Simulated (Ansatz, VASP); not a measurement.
# Si: VASP beside Ansatz

```xyz
8
Lattice="3.1272 -3.5238 0.0000 3.1272 3.5238 0.0000 0.0000 0.0000 6.1987" Properties=species:S:1:pos:R:3 pbc="T T T"
Si    4.6908    0.0000    5.1331
Si    4.6908    0.0000    1.0656
Si    1.5636    0.0000    5.1331
Si    1.5636    0.0000    1.0656
Si    4.1928   -1.7619    2.1505
Si    2.0616    1.7619    4.0482
Si    2.0616   -1.7619    2.1505
Si    4.1928    1.7619    4.0482
```

Alike in both runs: task single point; functional PBE; k mesh 4 × 4 × 4; occupations gaussian, width 0.1 eV; no spin polarisation.

|  | VASP | Ansatz |
| --- | --- | --- |
| version | VASP 6.6.1 | Ansatz 0.2.0 |
| potentials or method | VASP PAW PBE potentials, release 64 (Si), cutoff 520 eV | scalar-relativistic, plane waves, PAW |
| valence electrons in the cell | 32 | 32 |

```csv
,VASP,Ansatz,Ansatz less VASP
gap on the k mesh at the Fermi level (eV),none,none,-
rms of the force components (eV/Å),0.480,0.480,+0.0004
```

Atom by atom the forces differ by 0.001 eV/Å (rms over components). A gap of «none» marks a metal or a gap that the smearing closes.
